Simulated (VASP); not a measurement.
Crystal: Co.

```xyz
4
Lattice="2.5031 0.0000 0.0000 -1.2515 2.1677 0.0000 0.0000 0.0000 8.1947" Properties=species:S:1:pos:R:3 pbc="T T T"
Co    1.2515    0.7226    6.1460
Co    0.0000    0.0000    4.0973
Co    0.0000    1.4451    2.0487
Co    0.0000    0.0000    0.0000
```

Base run:

| Quantity | Value |
| --- | --- |
| Program | VASP 6.6.1 |
| Functional | r2SCAN |
| Potentials or basis | VASP PAW PBE potentials, release 64 (Co) |
| Cutoff | 520 eV |
| k mesh | 12 × 12 × 4 |
| Occupations | fermi-dirac, width 0.05 eV |
| Spin | collinear spin, ferromagnetic start |
| Starting moments | [2.0, 2.0, 2.0, 2.0] μB |

Its results: pressure -8.4 GPa; net moment 7.09 μB per cell; site moments Co +1.86, +1.83 (each value once) μB.

Question: The run is repeated on the same cell with these changes: dispersion from none to D3(BJ). What comes out?

Answer: Pressure -11.2 GPa; net moment 7.09 μB per cell; site moments Co +1.86, +1.83 (each value once) μB.

Dispersion adds attraction, which lowers the pressure at fixed volume and, as a term added to the energy, leaves the levels alone.

Caveats: the cell stands under tension; the PAW data sets were made with another functional, which shifts forces and pressure a little.
